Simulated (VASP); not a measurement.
Write the native input for VASP 6.6.1 that does the following.

```
Task                   : relaxation of cell and atoms
Functional             : PBE
Potentials or basis    : VASP PAW PBE potentials, release 64 (Ca_sv, Sc_sv)
Cutoff                 : 600 eV
k mesh                 : 4 × 4 × 4
Occupations            : gaussian, width 0.1 eV
Spin                   : no spin polarisation
Dipole correction      : no
Further INCAR settings : ALGO = Normal; EDIFF = 1e-07; IBRION = 2; EDIFFG = -0.04; NSW = 90; ISIF = 3
```

The structure of Ca3Sc lies in POSCAR:

```
Ca3Sc
1.0
    4.7105251900      0.0000000000      0.0000000000
    0.0000000000      4.7105251900      0.0000000000
    0.0000000000      0.0000000000      4.7105251900
Ca Sc
3 1
Direct
    0.0000000000      0.5000000000      0.5000000000
    0.5000000000      0.0000000000      0.5000000000
    0.5000000000      0.5000000000      0.0000000000
    0.0000000000      0.0000000000      0.0000000000
```

One way to write it, as run:

INCAR

```
  ALGO = Normal
  EDIFF = 1E-7
  EDIFFG = -0.04
  ENCUT = 600
  GGA = PE
  IBRION = 2
  ISIF = 3
  ISMEAR = 0
  LASPH = T
  LCHARG = F
  LREAL = F
  LWAVE = F
  NELM = 100
  NSW = 90
  PREC = Accurate
  SIGMA = 0.1
```

KPOINTS

```
k-points
0
Gamma
  4 4 4
```

Potentials or basis: VASP PAW PBE potentials, release 64 (Ca_sv, Sc_sv).

Run with:

```bash
$ cat potpaw_PBE.64/Ca_sv/POTCAR potpaw_PBE.64/Sc_sv/POTCAR > POTCAR
$ mpirun -np 1 vasp_std > vasp.out
```

Results of the run:

```yaml
Relaxed_volume: 36.95 Å³/atom
Relaxed_cell: a = 5.287 Å, b = 5.287 Å, c = 5.287 Å, α = 90.00°, β = 90.00°, γ = 90.00°
Space_group_after_relaxing_to_0.05_Å: Pm-3m (No. 221)
Energy_gained_by_relaxing: 349.9 meV/atom
Ionic_steps: 4
Pressure_after_relaxing: 0.0 GPa
```

Caveat: the volume moved by over 15 % at a fixed basis, so the end points are rough.

Run time: 2.6 min on 1 thread of Intel(R) Xeon(R) Platinum 8488C (Sapphire Rapids) (shared host), peak memory 0.26 GiB.
